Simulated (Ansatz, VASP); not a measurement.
# In9As8: VASP beside Ansatz

```xyz
17
Lattice="6.0875 0.0000 0.0000 -3.0437 6.8060 0.0000 0.0000 0.0000 25.8896" Properties=species:S:1:pos:R:3 pbc="T T T"
In    3.8753    3.1845    8.2853
In   -0.0951    5.5043    8.9402
In   -0.1109    1.2451   10.0874
In    2.8075    4.0531   11.6339
In    2.9820    0.0000   12.9429
In   -0.2355    2.7521   14.2574
In    2.9349    5.5603   15.8004
In    2.9557    1.2989   16.9454
In    0.8360    3.6215   17.6063
As    4.5543    0.5900    7.9390
As    1.4337    3.3809    9.4654
As   -1.6816    6.0699   10.9816
As    4.4535    2.0408   12.1570
As    1.4090    4.7658   13.7336
As    1.3650    0.7359   14.9072
As   -1.6078    3.4270   16.4275
As    1.5176    6.2179   17.9511
```

Alike in both runs: functional PBEsol; k mesh 6 × 5 × 1; occupations gaussian, width 0.1 eV; no spin polarisation.

Ansatz relaxed the structure, and its values are those at the end. VASP's run is a single point on that final structure, the one shown.

|  | VASP | Ansatz |
| --- | --- | --- |
| version | VASP 6.6.1 | Ansatz 0.2.0 |
| potentials or method | VASP PAW PBE potentials, release 64 (In_d, As), cutoff 520 eV | scalar-relativistic, plane waves, PAW |
| valence electrons in the cell | 157 | 237 |

Ansatz gave:

```
gap on the k mesh at the Fermi level (eV) : none
rms of the force components (eV/Å)        : 0.005
```

**Question.** What did VASP give for the same quantities?

**Answer.** gap on the k mesh at the Fermi level (eV): none; rms of the force components (eV/Å): 0.007.

VASP's potentials were made for PBE, not for PBEsol. A gap of «none» marks a metal or a gap that the smearing closes. With one functional, cell and mesh, what is left measures potentials, basis and numerics. VASP's potentials hold 157 valence electrons a cell and Ansatz's 237, so a difference there can come from the potentials and not from the codes. Ansatz's warnings: xc potential rough in thin density.
